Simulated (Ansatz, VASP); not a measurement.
## Two plane-wave programs on Ti

```xyz
1
Lattice="-1.5786 1.5786 1.5786 1.5786 -1.5786 1.5786 1.5786 1.5786 -1.5786" Properties=species:S:1:pos:R:3 pbc="T T T"
Ti    0.0000    0.0000    0.0000
```

Alike in both runs: task single point; functional LDA; k mesh 8 × 8 × 8; no spin polarisation.

```csv
,VASP,Ansatz
version,VASP 6.6.1,Ansatz 0.2.0
potentials or method,"VASP PAW LDA potentials, release 64 (Ti_sv), cutoff 520 eV","plane waves, PAW"
occupations,"gaussian, width 0.1 eV",gaussian
valence electrons in the cell,12,12
```

|  | VASP | Ansatz | Ansatz less VASP |
| --- | --- | --- | --- |
| pressure (GPa) | 1.1 | 1.2 | +0.12 |

LDA's correlation is that of Perdew and Zunger in VASP and of Perdew and Wang (1992) in Ansatz.
